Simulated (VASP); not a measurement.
Wanted: the native input for a VASP 6.6.1 run.

* Task: single point
* Functional: revPBE
* Potentials or basis: VASP PAW PBE potentials, release 64 (W_sv)
* Cutoff: 520 eV
* k mesh: 9 × 9 × 13
* Occupations: fermi-dirac, width 0.1 eV
* Spin: no spin polarisation
* Dipole correction: no
* Further INCAR settings: ALGO = Normal; EDIFF = 1e-06; NBANDS = 28

The structure of W lies in POSCAR:

```
W
1.0
    4.8824647615      0.0000000000      0.0000000000
   -2.4412323807      4.2283385165      0.0000000000
    0.0000000000      0.0000000000      2.7187090880
W
3
Direct
    0.0000000000      1.0000000000      0.0000000000
    0.3333333333      0.6666666667      0.5000000000
    0.6666666667      0.3333333333      0.5000000000
```

This isn't the form of W at room conditions, which is bcc.

One way to write it, as run:

INCAR

```
PREC     = Accurate       # precision mode
ENCUT    = 520            # plane-wave cutoff, eV
EDIFF    = 1E-6           # SCF threshold, eV
ISMEAR   = -1             # smearing method
SIGMA    = 0.1            # smearing width, eV
LREAL    = F              # projectors in reciprocal space
LASPH    = T              # aspherical terms in the spheres
NELM     = 60             # most SCF steps
ALGO     = Normal         # electronic algorithm
ISIF     = 2              # what is computed and relaxed
LWAVE    = F              # write WAVECAR
LCHARG   = T              # write CHGCAR
GGA      = RE             # functional
LELF     = T              # ELF
LVHAR    = T            
NBANDS   = 28             # bands
```

KPOINTS

```
regular mesh
0
Gamma
  9 9 13
```

Potentials or basis: VASP PAW PBE potentials, release 64 (W_sv).

The run is started by

```console
$ cat potpaw_PBE.64/W_sv/POTCAR > POTCAR
$ mpirun -np 1 vasp_std > vasp.out
```

Results of the run:

The pressure is -23.7 GPa. The band gap on the k mesh is zero (bands 21 and 22 overlap by 0.65 eV).

Caveat: the cell stands under tension; the PAW data sets were made with another functional, which shifts forces and pressure a little; spin-orbit coupling is left out, which moves the levels of the heavy elements.

Wall time 2.5 min on 1 thread of Intel Xeon 8259CL (shared host), peak memory 0.23 GiB.
